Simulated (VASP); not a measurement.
# Na (Im-3m) in VASP: notebook, part 3 of 3

VASP 6.6.1. The steps go on from the part before.

## 4. Single point, LDA

This run uses another cell than the first one, of 39.65 Å³/atom, 1.063 times its volume.

File INCAR:

```
SYSTEM = Na
PREC = Accurate
ENCUT = 500
EDIFF = 1E-6
ISMEAR = 0
SIGMA = 0.05
LREAL = .FALSE.
LASPH = .TRUE.
NELM = 120
ALGO = Normal
ISIF = 2
LWAVE = .FALSE.
LCHARG = .FALSE.
GGA = CA
NBANDS = 10
GGA_COMPAT = .FALSE.
```

File KPOINTS:

```
regular mesh
0
G
  8 8 8
  0 0 0
```

File POSCAR:

```
Na
1.0
   -2.1481130091      2.1481130091      2.1481130091
    2.1481130091     -2.1481130091      2.1481130091
    2.1481130091      2.1481130091     -2.1481130091
Na
1
Direct
    0.0000000000      0.0000000000      0.0000000000
```

Potentials or basis: VASP PAW LDA potentials, release 64 (Na_pv).

Started as:

```
> cat potpaw_LDA.64/Na_pv/POTCAR > POTCAR
> mpirun -np 1 vasp_std > vasp.out
```

OUTCAR:

```text
SYSTEM = Na
   PREC = Accurate
   ENCUT = 500
   EDIFF = 1E-6
   ISMEAR = 0
   LREAL = .FALSE.
   LASPH = .TRUE.
   NELM = 120
   ISIF = 2
   GGA = CA

 ion  position               nearest neighbor table
   1  0.000  0.000  0.000-

  LATTYP: Found a body centered cubic cell.
 ALAT       =     4.2962260182

  Lattice vectors:

 A1 = (  -2.1481130091,   2.1481130091,   2.1481130091)
 A2 = (   2.1481130091,  -2.1481130091,   2.1481130091)
 A3 = (   2.1481130091,   2.1481130091,  -2.1481130091)

[... 481 lines left out ...]
      2     -25.0361      2.00000
      3     -25.0330      2.00000
      4       0.1563      0.17084
      5       4.0463      0.00000
      6       5.7229      0.00000
      7       6.3999      0.00000
      8       8.2686      0.00000
      9      11.8683      0.00000
     10      13.0506      0.00000

 [... further k-points ...]
[... 5 lines left out ...]
  --------------------------------------------------------------------------------------
  -------------------------------------------------------------------------------------
  Total       -0.2870285     -0.2870285     -0.2870285      0.0000000     -0.0000000      0.0000000
  in kB      -11.5985656    -11.5985656    -11.5985656      0.0000000     -0.0000000      0.0000000
  external PRESSURE =     -11.5985656 kB  Pullay stress =       0.0000000 kB

 VOLUME and BASIS-vectors are now :
 -----------------------------------------------------------------------------
  energy-cutoff  :      500.00
  volume of cell :       39.65
      direct lattice vectors                 reciprocal lattice vectors
    -2.148113009  2.148113009  2.148113009     0.000000000  0.232762428  0.232762428
     2.148113009 -2.148113009  2.148113009     0.232762428  0.000000000  0.232762428
     2.148113009  2.148113009 -2.148113009     0.232762428  0.232762428  0.000000000

 POSITION                                       TOTAL-FORCE (eV/Angst)
 -----------------------------------------------------------------------------------
      0.00000      0.00000      0.00000         0.000000      0.000000     -0.000000
 -----------------------------------------------------------------------------------
    total drift:                               -0.000000     -0.000000     -0.000000

  FREE ENERGIE OF THE ION-ELECTRON SYSTEM (eV)
  ---------------------------------------------------
  free  energy   TOTEN  =        -1.4182575706 eV

  energy  without entropy=       -1.4165501349  energy(sigma->0) =       -1.41740385
```

OSZICAR:

```text
N       E                     dE             d eps       ncg     rms          rms(c)
DAV:   1     0.241629803154E+02    0.24163E+02   -0.37857E+03   580   0.564E+02
DAV:   2    -0.934469205636E+00   -0.25097E+02   -0.24968E+02   596   0.131E+02
DAV:   3    -0.141510761903E+01   -0.48064E+00   -0.48028E+00   710   0.216E+01
DAV:   4    -0.141931427579E+01   -0.42067E-02   -0.42065E-02   702   0.199E+00
DAV:   5    -0.141938183156E+01   -0.67556E-04   -0.67556E-04   676   0.246E-01    0.193E-01
DAV:   6    -0.141862435066E+01    0.75748E-03   -0.76839E-04   708   0.352E-01    0.129E-01
DAV:   7    -0.141827362999E+01    0.35072E-03   -0.12332E-03   654   0.369E-01    0.207E-02
DAV:   8    -0.141825723096E+01    0.16399E-04   -0.96352E-05   746   0.157E-01    0.292E-03
DAV:   9    -0.141825757056E+01   -0.33960E-06   -0.34012E-07   472   0.590E-03
   1 F= -.14182576E+01 E0= -.14174039E+01  d E =-.170744E-02
```

stdout:

```text
POSCAR found type information on POSCAR Na
 POSCAR found :  1 types and       1 ions
 scaLAPACK will be used
 LDA part: xc-table for (Slater(with rela. corr.)+CA(PZ))
 , standard interpolation
 POSCAR, INCAR and KPOINTS ok, starting setup
 FFT: planning ... GRIDC
 FFT: planning ... GRID_SOFT
 FFT: planning ... GRID
 WAVECAR not read
 entering main loop
```

Wall time 2.7 s (1 thread of Intel Xeon 6975P-C (Granite Rapids), shared host); peak memory 0.13 GiB.

What came out:

```yaml
Free_energy: -1.4183 eV
Pressure: -1.2 GPa
```

## 5. Single point, LDA

This run uses another cell than the first one, of 40.83 Å³/atom, 1.095 times its volume.

File INCAR:

```
SYSTEM = Na
ALGO = Normal
EDIFF = 1E-6
ENCUT = 500
GGA = CA
GGA_COMPAT = .False.
ISIF = 2
ISMEAR = 0
LASPH = .True.
LCHARG = .False.
LREAL = .False.
LWAVE = .False.
NBANDS = 10
NELM = 120
PREC = Accurate
SIGMA = 0.05
```

File KPOINTS:

```
k-points
0
Gamma
  8 8 8
  0 0 0
```

File POSCAR:

```
Na
1.0
   -2.1691742836      2.1691742836      2.1691742836
    2.1691742836     -2.1691742836      2.1691742836
    2.1691742836      2.1691742836     -2.1691742836
Na
1
Direct
    0.0000000000      0.0000000000      0.0000000000
```

Potentials or basis: VASP PAW LDA potentials, release 64 (Na_pv).

Started as:

```
> cat potpaw_LDA.64/Na_pv/POTCAR > POTCAR
> mpirun -np 1 vasp_std > vasp.out
```

OUTCAR:

```text
SYSTEM = Na
   EDIFF = 1E-6
   ENCUT = 500
   GGA = CA
   ISIF = 2
   ISMEAR = 0
   LASPH = .True.
   LREAL = .False.
   NELM = 120
   PREC = Accurate

 ion  position               nearest neighbor table
   1  0.000  0.000  0.000-

  LATTYP: Found a body centered cubic cell.
 ALAT       =     4.3383485672

  Lattice vectors:

 A1 = (  -2.1691742836,   2.1691742836,   2.1691742836)
 A2 = (   2.1691742836,  -2.1691742836,   2.1691742836)
 A3 = (   2.1691742836,   2.1691742836,  -2.1691742836)

Analysis of symmetry for initial positions (statically):
=====================================================================
 Subroutine PRICEL returns:
 Original cell was already a primitive cell.

 Routine SETGRP: Setting up the symmetry group for a
 body centered cubic supercell.

 Subroutine GETGRP returns: Found 48 space group operations
 (whereof 48 operations were pure point group operations)
 out of a pool of 48 trial point group operations.

The static configuration has the point symmetry O_h .

Analysis of symmetry for dynamics (positions and initial velocities):
[... 153 lines left out ...]
  free energy    TOTEN  =        -1.40939650 eV

  energy without entropy =       -1.40768858  energy(sigma->0) =       -1.40854254

 E-fermi :   0.0307     XC(G=0):  -6.4645

 val. band max:       -0.1664294031   @ k =   0.2500   0.2500   0.0000
 cond. band min:       0.0755717819   @ k =   0.3750   0.1250   0.0000
 fundamental gap:      0.2420011850
 Fermi energy:         0.0307393441

 k-point     1 :       0.0000    0.0000    0.0000
  band No.  band energies     occupation
      1     -25.1231      2.00000
      2     -25.1231      2.00000
      3     -25.1231      2.00000
      4      -3.1774      2.00000
      5      10.9505      0.00000
      6      10.9505      0.00000
      7      10.9505      0.00000
      8      11.9894      0.00000
      9      11.9894      0.00000
     10      12.3470      0.00000
[... 287 lines left out ...]
 k-point    24 :      -0.3750    0.3750    0.2500
  band No.  band energies     occupation
      1     -25.1422      2.00000
      2     -25.1355      2.00000
      3     -25.1327      2.00000
      4       0.0788      0.17378
      5       3.9023      0.00000
      6       5.5408      0.00000
      7       6.2133      0.00000
      8       8.0233      0.00000
      9      11.5604      0.00000
     10      12.7466      0.00000

 [... further k-points ...]
[... 5 lines left out ...]
  --------------------------------------------------------------------------------------
  -------------------------------------------------------------------------------------
  Total       -0.3262943     -0.3262943     -0.3262943      0.0000000      0.0000000      0.0000000
  in kB      -12.8049141    -12.8049141    -12.8049141      0.0000000      0.0000000      0.0000000
  external PRESSURE =     -12.8049141 kB  Pullay stress =       0.0000000 kB

 VOLUME and BASIS-vectors are now :
 -----------------------------------------------------------------------------
  energy-cutoff  :      500.00
  volume of cell :       40.83
      direct lattice vectors                 reciprocal lattice vectors
    -2.169174284  2.169174284  2.169174284     0.000000000  0.230502456  0.230502456
     2.169174284 -2.169174284  2.169174284     0.230502456  0.000000000  0.230502456
     2.169174284  2.169174284 -2.169174284     0.230502456  0.230502456  0.000000000

 POSITION                                       TOTAL-FORCE (eV/Angst)
 -----------------------------------------------------------------------------------
      0.00000      0.00000      0.00000        -0.000000      0.000000      0.000000
 -----------------------------------------------------------------------------------
    total drift:                               -0.000000     -0.000000     -0.000000

  FREE ENERGIE OF THE ION-ELECTRON SYSTEM (eV)
  ---------------------------------------------------
  free  energy   TOTEN  =        -1.4093964976 eV

  energy  without entropy=       -1.4076885808  energy(sigma->0) =       -1.40854254
```

Wall time 2.8 s (1 thread of Intel Xeon 6975P-C (Granite Rapids), shared host); peak memory 0.13 GiB.

Results:

- Free energy: -1.4094 eV
- Pressure: -1.3 GPa

## 6. Single point, LDA

This run uses another cell than the first one, of 42.00 Å³/atom, 1.126 times its volume.

File INCAR:

```
ALGO = Normal
EDIFF = 1E-6
ENCUT = 500
GGA_COMPAT = F
ISIF = 2
ISMEAR = 0
LASPH = T
LCHARG = F
LREAL = F
LWAVE = F
NBANDS = 10
NELM = 120
PREC = Accurate
SIGMA = 0.05
```

File KPOINTS:

```
k-points
0
Gamma
  8 8 8
```

File POSCAR:

```
Na
1.0
   -2.1898343297      2.1898343297      2.1898343297
    2.1898343297     -2.1898343297      2.1898343297
    2.1898343297      2.1898343297     -2.1898343297
Na
1
Direct
    0.0000000000      0.0000000000      0.0000000000
```

Potentials or basis: VASP PAW LDA potentials, release 64 (Na_pv).

Started as:

```
> cat potpaw_LDA.64/Na_pv/POTCAR > POTCAR
> mpirun -np 1 vasp_std > vasp.out
```

It took 2.8 s on 1 thread of Intel Xeon 6975P-C (Granite Rapids), shared host; peak memory 0.13 GiB.

Results (log left out):

| Property | Result |
| --- | --- |
| Free energy | -1.3997 eV |
| Pressure | -1.4 GPa |

Levels at points of the mesh, in eV from the Fermi level:
```tsv
k point	band 1	band 2	band 3	band 4	band 5	band 6	band 7	band 8
(0.00, 0.00, 0.00)	-25.18	-25.18	-25.18	-3.15	10.75	10.75	10.75	11.77
(0.50, 0.00, 0.00)	-25.20	-25.19	-25.18	0.63	0.92	7.59	8.09	8.44
(0.50, 0.50, 0.50)	-25.19	-25.19	-25.19	4.26	4.26	4.33	4.33	4.33
```

## 7. Overview

| cell | gap on the mesh (eV) | pressure (GPa) |
| --- | --- | --- |
| a = 3.645 Å, angles 109.5°, 1 atom | none | -0.8 |
| a = 3.683 Å, angles 109.5°, 1 atom | none | -1.0 |
| a = 3.721 Å, angles 109.5°, 1 atom | none | -1.2 |
| a = 3.757 Å, angles 109.5°, 1 atom | none | -1.3 |
| a = 3.793 Å, angles 109.5°, 1 atom | none | -1.4 |

Alike in all rows: task single point; level LDA; potentials or basis VASP PAW LDA potentials, release 64 (Na_pv); no spin polarisation; k mesh 8 × 8 × 8; cutoff (eV) 500; smearing gaussian 0.05 eV.

Total energies depend on the potentials used, so only differences within one code and one set of settings carry meaning.
